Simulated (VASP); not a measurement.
A run of VASP 6.6.1 is set up as follows.

Contents of INCAR:

```
PREC = Accurate ; ENCUT = 520
EDIFF = 1E-6 ; ISMEAR = 0
SIGMA = 0.05 ; LREAL = False
LASPH = True ; NELM = 60
ALGO = Normal ; ISIF = 2
LWAVE = False ; LCHARG = False
GGA = PE ; NBANDS = 11
```

Contents of KPOINTS:

```
Automatic mesh
0
Gamma
  8 8 8
```

The input POSCAR:

```
MgS
1.0
    0.0000000000      2.7317325000      2.6016500000
    2.7317325000      0.0000000000      2.6016500000
    2.7317325000      2.7317325000      0.0000000000
Mg S
1 1
Direct
    0.0000000000      0.0000000000      0.0000000000
    0.5000000000      0.5000000000      0.5000000000
```

Potentials or basis: VASP PAW PBE potentials, release 64 (Mg, S).

Command:

```console
$ cat potpaw_PBE.64/Mg/POTCAR potpaw_PBE.64/S/POTCAR > POTCAR
$ mpirun -np 1 vasp_std > vasp.out
```

(1) What does it give for the band gap on the k mesh?

(2) Estimate the pressure.

Answers

(1) 2.38 eV, indirect (least direct gap 2.92 eV).

(2) -5.1 GPa.

Caveat: the cell differs from its parent crystal (strain +0.050 along x and y, +0.000 along z).
